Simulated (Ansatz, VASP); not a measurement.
# SiNi3: VASP beside Ansatz

INCAR

```
  PREC = Accurate
  ENCUT = 520
  EDIFF = 1E-6
  ISMEAR = 0
  SIGMA = 0.15
  LREAL = False
  LASPH = True
  NELM = 80
  ALGO = Fast
  ISIF = 2
  LWAVE = False
  LCHARG = False
  GGA = PS
  NBANDS = 63
  LUSENCCL = False
```

The input KPOINTS:

```
Automatic mesh
0
Gamma
  13 13 5
```

POSCAR

```
SiNi3
1.0
    0.0000000000     -3.4612457362      0.0000000000
    0.0000000000      0.0000000000     -3.4612457362
   10.3837372087      0.0000000000      0.0000000000
Si Ni
3 9
Direct
    0.0000000000      0.0000000000      0.0000000000
    0.0000000000      0.0000000000      0.3333333333
    0.0000000000      0.0000000000      0.6666666667
    0.5000000000      0.5000000000      0.0000000000
    0.5000000000      0.5000000000      0.3333333333
    0.5000000000      0.5000000000      0.6666666667
    0.0000000000      0.5000000000      0.1666666667
    0.0000000000      0.5000000000      0.5000000000
    0.0000000000      0.5000000000      0.8333333333
    0.5000000000      0.0000000000      0.1666666667
    0.5000000000      0.0000000000      0.5000000000
    0.5000000000      0.0000000000      0.8333333333
```

Input for Ansatz:

```yaml
crystal:
  lattice:
    - [0.0, -3.4612457362, 0.0]
    - [0.0, 0.0, -3.4612457362]
    - [10.3837372087, 0.0, 0.0]
  atoms:
    - { symbol: Si, position: [0.0, 0.0, 0.0] }
    - { symbol: Si, position: [0.0, 0.0, 0.3333333333] }
    - { symbol: Si, position: [0.0, 0.0, 0.6666666667] }
    - { symbol: Ni, position: [0.5, 0.5, 0.0] }
    - { symbol: Ni, position: [0.5, 0.5, 0.3333333333] }
    - { symbol: Ni, position: [0.5, 0.5, 0.6666666667] }
    - { symbol: Ni, position: [0.0, 0.5, 0.1666666667] }
    - { symbol: Ni, position: [0.0, 0.5, 0.5] }
    - { symbol: Ni, position: [0.0, 0.5, 0.8333333333] }
    - { symbol: Ni, position: [0.5, 0.0, 0.1666666667] }
    - { symbol: Ni, position: [0.5, 0.0, 0.5] }
    - { symbol: Ni, position: [0.5, 0.0, 0.8333333333] }
basis:
  ecutwfc: 420
kpoints:
  mp_grid: { grid: [13, 13, 5] }
hamiltonian:
  xc: pbesol
scf:
  occupations: { method: gaussian, width: 0.15 }
output:
  forces: true
  stress: true
  eigenvalues: true
  write_density: true
  write_potential: true
  elf: true
  volumetric_format: npy
```

Alike in both runs: task single point; functional PBEsol; k mesh 13 × 13 × 5; occupations gaussian, width 0.15 eV; no spin polarisation.

```csv
,VASP,Ansatz
version,VASP 6.6.1,Ansatz 0.2.0
potentials or method,"VASP PAW PBE potentials, release 64 (Si, Ni), cutoff 520 eV","scalar-relativistic, plane waves, PAW"
valence electrons in the cell,102,174
```

Ansatz gave:

| Item | Value |
| --- | --- |
| gap on the k mesh at the Fermi level (eV) | none |
| pressure (GPa) | 0.0 |

Which values does VASP return?

gap on the k mesh at the Fermi level (eV): none; pressure (GPa): 0.3.

VASP's potentials were made for PBE, not for PBEsol. A gap of «none» marks a metal or a gap that the smearing closes. VASP's potentials hold 102 valence electrons a cell and Ansatz's 174, so a difference there can come from the potentials and not from the codes.
